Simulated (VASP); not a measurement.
Write the native input for VASP 6.6.1 that does the following.

```yaml
Task: single point
Functional: revPBE
Dispersion: D3(BJ)
Potentials_or_basis: VASP PAW PBE potentials, release 64 (Sn_d, O, Cu)
Cutoff: 520 eV
k_mesh: 7 × 7 × 1
Occupations: gaussian, width 0.05 eV
Spin: collinear spin
Starting_moments: "[0.0, 0.0, 0.0, 0.0, 1.0] μB"
Dipole_correction: yes
Further_INCAR_settings: ALGO = Normal; EDIFF = 1e-06; NBANDS = 38; NELMDL = -8
```

The structure of CuSn2O2 lies in POSCAR:

```
CuSn2O2
1.0
    3.8201708766      0.0000000000      0.0000000000
    0.0000000000      3.8201708766      0.0000000000
    0.0000000000      0.0000000000     19.3630360333
Sn O Cu
2 2 1
Direct
    0.5000000000      0.0000000000      0.2065791745
    0.0000000000      0.5000000000      0.3286176828
    0.0000000000      0.0000000000      0.2675984287
    0.5000000000      0.5000000000      0.2675984287
    0.1250000000      1.0000000000      0.4835520637
```

The input as run:

INCAR

```
SYSTEM = CuSn2O2
  PREC = Accurate
  ENCUT = 520
  EDIFF = 1E-6
  ISMEAR = 0
  SIGMA = 0.05
  LREAL = .False.
  LASPH = .True.
  NELM = 200
  ALGO = Normal
  ISIF = 2
  LWAVE = .False.
  LCHARG = .False.
  ISPIN = 2
  MAGMOM = 0 0 0 0 1
  LORBIT = 11
  LMAXMIX = 4
  LDIPOL = .True.
  IDIPOL = 3
  DIPOL = 0.5 0.5 0.311
  GGA = RE
  IVDW = 12
  NBANDS = 38
  GGA_COMPAT = .False.
  NELMDL = -8
```

KPOINTS

```
Automatic mesh
0
Gamma
  7 7 1
  0 0 0
```

Potentials or basis: VASP PAW PBE potentials, release 64 (Sn_d, O, Cu).

The run is started by

```sh
$ cat potpaw_PBE.64/Sn_d/POTCAR potpaw_PBE.64/O/POTCAR potpaw_PBE.64/Cu/POTCAR > POTCAR
$ mpirun -np 1 vasp_std > vasp.out
```

It gave:

```
Largest force                                         : 0.452 eV/Å
Net moment                                            : 0.04 μB per cell
Valence electrons inside the program's atomic spheres : Sn 12.10, 12.07; O 5.01; Cu 9.72
Dispersion energy per atom                            : -0.326 eV
```

Caveat: the PAW data sets were made with another functional, which shifts forces and pressure a little.

Wall time 13 min on 1 thread of Intel(R) Xeon(R) Platinum 8259CL CPU @ 2.50GHz (Skylake/Cascade Lake), with other jobs on the host, peak memory 0.57 GiB.
